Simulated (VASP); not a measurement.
# ZrInF3 (P4mm) in VASP: notebook

The runs below take ZrInF3 through single point, relaxation of cell and atoms, with PBE.

Program: VASP 6.6.1. These are calculated values, not measurements. Logs are shortened: lines on timing, memory, paths and dates and some standing lists are left out, and cuts for length are marked.

## (1) The cell of the first run

Symmetry: P4mm, No. 99, tetragonal system. Conventional cell: a = 3.983 Å, b = 3.983 Å, c = 3.983 Å, α = 90.00°, β = 90.00°, γ = 90.00°. Zr (site symmetry 4mm) has 6 F at 1.86 to 2.12 Å within 2.5 Å. Within 3.6 Å of In (site symmetry 4mm) lie 12 F at 2.72 to 2.91 Å and 8 Zr at 3.45 Å. Within 2.6 Å of F (site symmetry 2mm) lie 2 Zr at 2.00 Å. F (site symmetry 4mm) has 2 Zr at 1.86 to 2.12 Å within 2.5 Å.

## (2) Single point, PBE

Contents of INCAR:

```
SYSTEM = ZrInF3
PREC = Accurate ; ENCUT = 520
EDIFF = 1E-7 ; ISMEAR = 0
SIGMA = 0.1 ; LREAL = .FALSE.
LASPH = .TRUE. ; NELM = 80
ALGO = Normal ; ISIF = 2
LWAVE = .FALSE. ; LCHARG = .FALSE.
GGA = PE ; NBANDS = 31
```

Contents of KPOINTS:

```
regular mesh
0
G
  4 4 4
  0 0 0
```

Contents of POSCAR:

```
ZrInF3
1.0
    3.9833973000      0.0000000000      0.0000000000
    0.0000000000      3.9833973000      0.0000000000
    0.0000000000      0.0000000000      3.9833973000
Zr In F
1 1 3
Direct
    0.0000000000      0.0000000000      0.9668639500
    0.5000000000      0.5000000000      0.4668639500
    0.0000000000      0.5000000000      0.0000000000
    0.5000000000      0.0000000000      0.0000000000
    0.0000000000      0.0000000000      0.5000000000
```

Potentials or basis: VASP PAW PBE potentials, release 64 (Zr_sv, In_d, F).

Launch:

```bash
cat potpaw_PBE.64/Zr_sv/POTCAR potpaw_PBE.64/In_d/POTCAR potpaw_PBE.64/F/POTCAR > POTCAR
mpirun -np 1 vasp_std > vasp.out
```

OUTCAR:

```text
SYSTEM = ZrInF3
   PREC = Accurate
   ENCUT = 520
   EDIFF = 1E-7
   ISMEAR = 0
   LREAL = .FALSE.
   LASPH = .TRUE.
   NELM = 80
   ISIF = 2
   GGA = PE

 ion  position               nearest neighbor table
   1  0.000  0.000  0.967-   5 1.86   4 2.00   3 2.00   3 2.00   4 2.00   5 2.12   2 3.45   2 3.45
                             2 3.45   2 3.45   2 3.45   2 3.45   2 3.45   2 3.45
   2  0.500  0.500  0.467-   3 2.72   4 2.72   4 2.72   3 2.72   5 2.82   5 2.82   5 2.82   5 2.82
                             3 2.91   4 2.91   4 2.91   3 2.91   1 3.45   1 3.45   1 3.45   1 3.45
   3  0.000  0.500  0.000-   1 2.00   1 2.00   2 2.72   2 2.72   2 2.91   2 2.91
   4  0.500  0.000  0.000-   1 2.00   1 2.00   2 2.72   2 2.72   2 2.91   2 2.91
   5  0.000  0.000  0.500-   1 1.86   1 2.12   2 2.82   2 2.82   2 2.82   2 2.82

  LATTYP: Found a simple cubic cell.
 ALAT       =     3.9833973000

  Lattice vectors:

 A1 = (   3.9833973000,   0.0000000000,   0.0000000000)
 A2 = (   0.0000000000,   3.9833973000,   0.0000000000)
 A3 = (   0.0000000000,   0.0000000000,   3.9833973000)

Analysis of symmetry for initial positions (statically):
=====================================================================
 Subroutine PRICEL returns:
 Original cell was already a primitive cell.

 Routine SETGRP: Setting up the symmetry group for a
 simple cubic supercell.

 Subroutine GETGRP returns: Found  8 space group operations
 (whereof  8 operations were pure point group operations)
 out of a pool of 48 trial point group operations.

The static configuration has the point symmetry C_4v.

Analysis of symmetry for dynamics (positions and initial velocities):
=====================================================================
 Subroutine PRICEL returns:
 Original cell was already a primitive cell.

 Routine SETGRP: Setting up the symmetry group for a
 simple cubic supercell.

 Subroutine GETGRP returns: Found  8 space group operations
 (whereof  8 operations were pure point group operations)
 out of a pool of 48 trial point group operations.

The dynamic configuration has the point symmetry C_4v.

 Subroutine INISYM returns: Found  8 space group operations
 (whereof  8 operations are pure point group operations),
 and found     1 'primitive' translations

----------------------------------------------------------------------------------------

                                     Primitive cell

  volume of cell :      63.2064

  direct lattice vectors                    reciprocal lattice vectors
     3.983397300  0.000000000  0.000000000     0.251041994  0.000000000  0.000000000
     0.000000000  3.983397300  0.000000000     0.000000000  0.251041994  0.000000000
     0.000000000  0.000000000  3.983397300     0.000000000  0.000000000  0.251041994

  length of vectors
     3.983397300  3.983397300  3.983397300     0.251041994  0.251041994  0.251041994

  position of ions in fractional coordinates (direct lattice)
     0.000000000  0.000000000  0.966863950
     0.500000000  0.500000000  0.466863950
     0.000000000  0.500000000  0.000000000
     0.500000000  0.000000000  0.000000000
     0.000000000  0.000000000  0.500000000

  ion indices of the primitive-cell ions
   primitive index   ion index
                 1           1
                 2           2
                 3           3
                 4           4
                 5           5

----------------------------------------------------------------------------------------

 KPOINTS: regular mesh

Automatic generation of k-mesh.
 Grid dimensions read from file:
 generate k-points for:    4    4    4

 Generating k-lattice:

  Cartesian coordinates                     Fractional coordinates (reciprocal lattice)
     0.062760498  0.000000000  0.000000000     0.250000000  0.000000000  0.000000000
     0.000000000  0.062760498  0.000000000     0.000000000  0.250000000  0.000000000
     0.000000000  0.000000000  0.062760498     0.000000000  0.000000000  0.250000000

  Length of vectors
     0.062760498  0.062760498  0.062760498

  Shift w.r.t. Gamma in fractional coordinates (k-lattice)
     0.000000000  0.000000000  0.000000000

 Subroutine IBZKPT returns following result:
 ===========================================

 Found     18 irreducible k-points:

 Following reciprocal coordinates:
            Coordinates               Weight
  0.000000  0.000000  0.000000      1.000000
  0.250000  0.000000  0.000000      4.000000
  0.000000  0.000000  0.250000      2.000000
  0.500000  0.000000  0.000000      2.000000
  0.000000  0.000000  0.500000      1.000000
  0.250000  0.250000  0.000000      4.000000
[... 10 lines left out ...]
  0.250000  0.500000  0.500000      4.000000
  0.500000  0.500000  0.500000      1.000000
   k-points           NKPTS =     18   k-points in BZ     NKDIM =     18   number of bands    NBANDS=     31
   number of dos      NEDOS =    301   number of ions     NIONS =      5
   total plane-waves  NPLWV =  27000
   dimension x,y,z NGX =    30 NGY =   30 NGZ =   30
   dimension x,y,z NGXF=    60 NGYF=   60 NGZF=   60
   ions per type =               1   1   3
   NGX,Y,Z   is equivalent  to a cutoff of  12.52, 12.52, 12.52 a.u.
   NGXF,Y,Z  is equivalent  to a cutoff of  25.04, 25.04, 25.04 a.u.
 SYSTEM =  ZrInF3
   PREC   = accura    normal or accurate (medium, high low for compatibility)
   ISTART =      0    job   : 0-new  1-cont  2-samecut
   ICHARG =      2    charge: 1-file 2-atom 10-const
   ISPIN  =      1    spin polarized calculation?
   LNONCOLLINEAR =      F non collinear calculations
   LSORBIT =      F    spin-orbit coupling
   LASPH  =      T    aspherical Exc in radial PAW
   ENCUT  =  520.0 eV  38.22 Ry    6.18 a.u.   7.41  7.41  7.41*2*pi/ulx,y,z
   NELM   =     80;   NELMIN=  2; NELMDL= -5     # of ELM steps
   EDIFF  = 0.1E-06   stopping-criterion for ELM
   LREAL  =      F    real-space projection
   EDIFFG = 0.1E-05   stopping-criterion for IOM
   NSW    =      0    number of steps for IOM
   IBRION =     -1    ionic relax: 0-MD 1-quasi-New 2-CG
   NFREE  =      0    steps in history (QN), initial steepest desc. (CG)
   ISIF   =      2    stress and relaxation
   ISYM   =      2    0-nonsym 1-usesym 2-fastsym
   POTIM  = 0.5000    time-step for ionic-motion
   TEBEG  =    0.0;   TEEND  =   0.0 temperature during run
   PSTRESS=    0.0 pullay stress
   NELECT =      46.0000    total number of electrons
   NUPDOWN=      -1.0000    fix difference up-down
   EMIN   =  10.00;   EMAX   =-10.00  energy-range for DOS
   EFERMI =   0.00;   METHOD = LEGACY
   ISMEAR =     0;   SIGMA  =   0.10  broadening in eV -4-tet -1-fermi 0-gaus
   EFERMI_NEDOS =   21; number of points for ismear=-14 and -15
   IALGO  =     38    algorithm
   IMIX   =      4    mixing-type and parameters
     AMIX     =   0.40;   BMIX     =  1.00
     AMIX_MAG =   1.60;   BMIX_MAG =  1.00
  volume/ion in A,a.u.               =      12.64        85.31
  Fermi-wavevector in a.u.,A,eV,Ry     =   1.472563  2.782740 29.503433  2.168441
  Thomas-Fermi vector in A             =   2.587562
   LORBIT       =      0    0 simple, 1 ext, 2 COOP (PROOUT), +10 PAW based schemes
   GGA     = PE    functional components
   LHFCALC =     F    Hartree Fock is set to
   AEXX    =    0.0000 exact exchange contribution
   IVDW    =     0    specifies the selected vdW correction
   LEPSILON=     F    determine dielectric tensor
   LRPA    =     F    only Hartree local field effects (RPA)
 non-spin polarized calculation
 Gauss-broadening in eV      SIGMA  =   0.10
  energy-cutoff  :      520.00
  volume of cell :       63.21
 maximum number of plane-waves:      1743
 NGX is ok and might be reduce to    30
   NGX = 15   NGY = 15   NGZ = 15

 number of electron      45.9999974 magnetization

 Free energy of the ion-electron system (eV)
  ---------------------------------------------------
  ext. energy  EPLUGINS =         0.00000000
  ---------------------------------------------------
  free energy    TOTEN  =       -24.69627525 eV

  energy without entropy =      -24.66256988  energy(sigma->0) =      -24.67942256

 E-fermi :  10.5441     XC(G=0): -11.3709

 val. band max:       10.4803146069   @ k =   0.2500   0.0000   0.0000
 cond. band min:      10.5491721977   @ k =   0.5000   0.2500   0.2500
 fundamental gap:      0.0688575908
 Fermi energy:        10.5440986816

 k-point     1 :       0.0000    0.0000    0.0000
  band No.  band energies     occupation
      1     -40.4783      2.00000
      2     -19.7375      2.00000
      3     -18.8826      2.00000
      4     -18.8826      2.00000
      5     -17.8467      2.00000
      6     -17.8000      2.00000
[... 23 lines left out ...]
     30      14.0500      0.00000
     31      16.4852      0.00000

 k-point     2 :       0.2500    0.0000    0.0000
  band No.  band energies     occupation
      1     -40.4715      2.00000
      2     -20.0824      2.00000
      3     -19.7133      2.00000
      4     -18.8757      2.00000
      5     -17.8165      2.00000
      6     -17.3599      2.00000
[... 23 lines left out ...]
     30      15.2180      0.00000
     31      16.8370      0.00000

 k-point     3 :       0.0000    0.0000    0.2500
  band No.  band energies     occupation
      1     -40.4711      2.00000
      2     -20.5696      2.00000
      3     -18.8754      2.00000
      4     -18.8754      2.00000
      5     -17.8038      2.00000
      6     -17.7941      2.00000
[... 23 lines left out ...]
     30      15.2768      0.00000
     31      16.8095      0.00000

 k-point     4 :       0.5000    0.0000    0.0000
  band No.  band energies     occupation
      1     -40.4646      2.00000
      2     -20.6566      2.00000
      3     -19.7146      2.00000
      4     -18.8689      2.00000
      5     -17.8083      2.00000
      6     -17.3496      2.00000
[... 23 lines left out ...]
     30      16.1432      0.00000
     31      17.2385      0.00000

 k-point     5 :       0.0000    0.0000    0.5000
  band No.  band energies     occupation
      1     -40.4640      2.00000
      2     -21.0890      2.00000
      3     -18.8682      2.00000
      4     -18.8682      2.00000
      5     -17.7911      2.00000
      6     -17.7882      2.00000
[... 23 lines left out ...]
     30      16.5100      0.00000
     31      17.2332      0.00000
[... 338 lines left out ...]
     30      17.1200      0.00000
     31      18.2430      0.00000

 k-point    16 :       0.5000    0.5000    0.2500
  band No.  band energies     occupation
      1     -40.4440      2.00000
      2     -20.6325      2.00000
      3     -20.6325      2.00000
      4     -20.5274      2.00000
      5     -16.0963      2.00000
      6     -15.1166      2.00000
[... 23 lines left out ...]
     30      17.4308      0.00000
     31      17.7110      0.00000

 k-point    17 :       0.2500    0.5000    0.5000
  band No.  band energies     occupation
      1     -40.4436      2.00000
      2     -21.0583      2.00000
      3     -20.6321      2.00000
      4     -20.0395      2.00000
      5     -16.1784      2.00000
      6     -15.1172      2.00000
[... 23 lines left out ...]
     30      17.4081      0.00000
     31      17.6557      0.00000

 k-point    18 :       0.5000    0.5000    0.5000
  band No.  band energies     occupation
      1     -40.4369      2.00000
      2     -21.0474      2.00000
      3     -20.6260      2.00000
      4     -20.6260      2.00000
      5     -15.1155      2.00000
      6     -15.1155      2.00000
[... 23 lines left out ...]
     30      16.7379      0.00000
     31      16.7379      0.00000

------------------------ aborting loop because EDIFF is reached ----------------------------------------

  FORCE on cell =-STRESS in cart. coord.  units (eV):
  Direction    XX          YY          ZZ          XY          YZ          ZX
  --------------------------------------------------------------------------------------
  -------------------------------------------------------------------------------------
  Total       18.9884927     18.9884927     20.6891416      0.0000000      0.0000000      0.0000000
  in kB      481.3269744    481.3269744    524.4356193      0.0000000      0.0000000      0.0000000
  external PRESSURE =     495.6965227 kB  Pullay stress =       0.0000000 kB

 VOLUME and BASIS-vectors are now :
 -----------------------------------------------------------------------------
  energy-cutoff  :      520.00
  volume of cell :       63.21
      direct lattice vectors                 reciprocal lattice vectors
     3.983397300  0.000000000  0.000000000     0.251041994  0.000000000  0.000000000
     0.000000000  3.983397300  0.000000000     0.000000000  0.251041994  0.000000000
     0.000000000  0.000000000  3.983397300     0.000000000  0.000000000  0.251041994

 POSITION                                       TOTAL-FORCE (eV/Angst)
 -----------------------------------------------------------------------------------
      0.00000      0.00000      3.85140         0.000000      0.000000      3.675915
      1.99170      1.99170      1.85970        -0.000000     -0.000000      0.513906
      0.00000      1.99170      0.00000        -0.000000      0.000000     -0.038751
      1.99170      0.00000      0.00000        -0.000000      0.000000     -0.038751
      0.00000      0.00000      1.99170         0.000000      0.000000     -4.112320
 -----------------------------------------------------------------------------------
    total drift:                                0.000000     -0.000000      0.000091

  FREE ENERGIE OF THE ION-ELECTRON SYSTEM (eV)
  ---------------------------------------------------
  free  energy   TOTEN  =       -24.6962752454 eV

  energy  without entropy=      -24.6625698770  energy(sigma->0) =      -24.67942256
```

It took 35 s on 1 thread of Intel Xeon Platinum 8488C (Sapphire Rapids), shared host; peak memory 0.18 GiB.

What came out:

```yaml
Free_energy: -24.6963 eV
Pressure: 49.6 GPa
Largest_force: 4.112 eV/Å
Band_gap_on_the_k_mesh: zero (bands 23 and 24 overlap by 1.72 eV)
```

Forces in eV/Å, atoms in the order of the input:
```
Zr   0.000  0.000  3.676
In   0.000  0.000  0.514
F    0.000  0.000 -0.039
F    0.000  0.000 -0.039
F    0.000  0.000 -4.112
```

Levels at points of the mesh, in eV from the Fermi level:
```
           k point  band 21  band 22  band 23  band 24  band 25  band 26
(0.00, 0.00, 0.00)    -8.85    -6.90    -0.63    -0.48    -0.48     2.87
(0.50, 0.00, 0.00)    -8.92    -4.30    -1.45    -0.42     0.33     0.35
(0.00, 0.00, 0.50)    -8.79    -4.27    -1.45    -0.57     0.45     0.45
(0.50, 0.50, 0.00)    -8.44    -3.79     0.18     0.18     0.90     0.90
(0.00, 0.50, 0.50)    -8.59    -3.83     0.21     0.24     0.86     1.04
(0.50, 0.50, 0.50)    -8.46    -4.98     1.15     1.15     1.18     3.31
```

Caveat: the k points lie up to 0.39 Å⁻¹ apart, too coarse for converged energies and pressures of a metal; spin-orbit coupling is left out, which moves the levels of the heavy elements; forces of over 1 eV/Å act on the atoms, so gaps and moduli don't describe the material at rest.

## (3) Single point, PBE

This run uses another cell than the first one, of 21.87 Å³/atom.

Contents of INCAR:

```
SYSTEM = ZrInF3
  PREC = Accurate
  ENCUT = 520
  EDIFF = 1E-6
  ISMEAR = 0
  SIGMA = 0.1
  LREAL = .FALSE.
  LASPH = .TRUE.
  NELM = 100
  ALGO = Normal
  ISIF = 2
  LWAVE = .FALSE.
  LCHARG = .FALSE.
  GGA = PE
  NBANDS = 31
```

Contents of KPOINTS:

```
Automatic mesh
0
G
  4 4 4
  0 0 0
```

Contents of POSCAR:

```
ZrInF3
1.0
    4.1148995003      0.0000000000      0.0000000000
    0.0000000000      4.1148995003      0.0000000000
    0.0000000000      0.0000000000      6.4594872580
Zr In F
1 1 3
Direct
    0.0000000000      0.0000000000      1.0035631735
    0.5000000000      0.5000000000      0.3353728713
    0.0000000000      0.5000000000     -0.0532539657
    0.5000000000      0.0000000000     -0.0532539657
    0.0000000000      0.0000000000      0.7012997867
```

Potentials or basis: VASP PAW PBE potentials, release 64 (Zr_sv, In_d, F).

Launch:

```bash
cat potpaw_PBE.64/Zr_sv/POTCAR potpaw_PBE.64/In_d/POTCAR potpaw_PBE.64/F/POTCAR > POTCAR
mpirun -np 1 vasp_std > vasp.out
```

Run time: 49 s. Hardware: 1 thread of Intel Xeon Platinum 8488C (Sapphire Rapids), shared host; peak memory 0.24 GiB.

It converged, with:

```yaml
Free_energy: -28.1156 eV
Pressure: 0.1 GPa
Largest_force: 0.112 eV/Å
Band_gap_on_the_k_mesh: zero (bands 23 and 24 overlap by 0.75 eV)
```

Forces on the atoms (eV/Å):
```
Zr   0.000  0.000  0.112
In   0.000  0.000  0.001
F    0.000  0.000  0.000
F    0.000  0.000  0.000
F    0.000  0.000 -0.112
```

Stress tensor (GPa, compression positive):
```
-0.02  0.00  0.00
 0.00 -0.02  0.00
 0.00  0.00  0.33
```

Levels at points of the mesh, in eV from the Fermi level:
| k point | band 19 | band 20 | band 21 | band 22 | band 23 | band 24 | band 25 | band 26 | band 27 | band 28 |
| --- | --- | --- | --- | --- | --- | --- | --- | --- | --- | --- |
| (0.00, 0.00, 0.00) | -6.20 | -5.53 | -5.31 | -5.31 | -0.05 | 0.41 | 0.41 | 0.80 | 2.20 | 2.53 |
| (0.50, 0.00, 0.00) | -6.18 | -5.36 | -5.30 | -4.37 | -1.51 | 0.79 | 0.86 | 0.86 | 2.51 | 2.86 |
| (0.50, 0.50, 0.00) | -6.24 | -5.19 | -5.19 | -3.62 | -0.72 | -0.72 | 1.24 | 1.34 | 2.50 | 2.50 |
| (0.00, 0.00, 0.50) | -6.66 | -5.32 | -5.32 | -4.86 | -0.05 | -0.03 | 0.51 | 0.51 | 2.49 | 2.55 |
| (0.50, 0.00, 0.50) | -6.31 | -5.31 | -5.19 | -4.43 | -1.10 | 0.47 | 0.79 | 0.90 | 2.55 | 2.92 |
| (0.50, 0.50, 0.50) | -6.30 | -5.16 | -5.16 | -3.68 | -0.52 | -0.52 | 1.29 | 1.83 | 2.16 | 2.16 |

Caveat: the k points lie up to 0.38 Å⁻¹ apart, too coarse for converged energies and pressures of a metal; spin-orbit coupling is left out, which moves the levels of the heavy elements.

[end of part 1 of 2]

The gap in the log of VASP goes by the Fermi energy; the results here count the filled bands.